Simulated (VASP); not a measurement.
Runs of VASP 6.6.1 on Mo. The structure is that of space group I4_1/amd (No. 141), or close to it. The cells are those of the table. 

| task | cell | cutoff (eV) | gap on the mesh (eV) | pressure (GPa) |
| --- | --- | --- | --- | --- |
| single point | a = 3.652 Å, angles 96.9, 96.9, 139.4°, 2 atoms | 520 | none | 35.0 |
| single point | a = 3.023 Å, angles 96.9, 96.9, 139.3°, 2 atoms | 520 | none | 595.4 |
| relaxation of shape and atoms at fixed volume | relaxed from a = 3.181 Å, angles 96.8, 96.8, 139.6°, 2 atoms | 600 | none | 344.6 |
| single point | a = 3.177 Å, angles 96.9, 96.9, 139.4°, 2 atoms | 520 | none | 344.8 |
| single point | a = 3.349 Å, angles 96.9, 96.9, 139.3°, 2 atoms | 520 | none | (a) |
| single point | a = 3.506 Å, angles 96.9, 96.9, 139.3°, 2 atoms | 520 | none | (b) |

Alike in all rows: level PBE; potentials or basis VASP PAW PBE potentials, release 64 (Mo_sv); no spin polarisation; k mesh 18 × 18 × 18; smearing fermi-dirac 0.05 eV.

Problem. Estimate the missing entries.

Solution. (a) 176.5; (b) 86.2.

Caveats: the cell stands under pressure (at least some runs); atoms lie so close that the PAW spheres overlap strongly, which falsifies energies and pressures (at least some runs).

A k mesh can miss the band edges, and the runs leave out spin-orbit coupling on Mo.

A gap of «none» marks levels without a gap at the run's occupations.
